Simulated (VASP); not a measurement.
Wanted: the native input for a VASP 6.6.1 run.

| Item | Value |
| --- | --- |
| Task | single point |
| Functional | LDA |
| Potentials or basis | VASP PAW LDA potentials, release 64 (N, B) |
| Cutoff | 520 eV |
| k mesh | 13 × 13 × 13 |
| Occupations | fermi-dirac, width 0.05 eV |
| Spin | no spin polarisation |
| Dipole correction | no |
| Further INCAR settings | ALGO = Normal; EDIFF = 1e-06; NBANDS = 11 |

The structure of BN lies in POSCAR:

```
BN
1.0
    0.0000000000      3.4718566277      2.1515532769
    1.2432316315      0.0000000000      2.1515532769
    1.2432316315      3.4718566277      0.0000000000
N B
1 1
Direct
    0.6666513400      0.6666513400      0.3333486600
    0.0000486500      0.0000486500      0.9999513500
```

These files were run (other wordings do the same):

INCAR

```
SYSTEM = BN
  PREC = Accurate
  ENCUT = 520
  EDIFF = 1E-6
  ISMEAR = -1
  SIGMA = 0.05
  LREAL = .FALSE.
  LASPH = .TRUE.
  NELM = 60
  ALGO = Normal
  ISIF = 2
  LWAVE = .FALSE.
  LCHARG = .TRUE.
  GGA = CA
  LELF = .TRUE.
  LVHAR = .TRUE.
  NBANDS = 11
```

KPOINTS

```
Automatic mesh
0
G
  13 13 13
  0 0 0
```

Potentials or basis: VASP PAW LDA potentials, release 64 (N, B).

Run with:

```sh
$ cat potpaw_LDA.64/N/POTCAR potpaw_LDA.64/B/POTCAR > POTCAR
$ mpirun -np 1 vasp_std > vasp.out
```

It gave:

The pressure is 0.9 GPa. The largest force is 0.011 eV/Å and the band gap on the k mesh is 3.70 eV (least direct gap 4.55 eV).

It took 33 s on 1 thread of Intel(R) Xeon(R) 6975P-C (Granite Rapids) (shared host), peak memory 0.17 GiB.
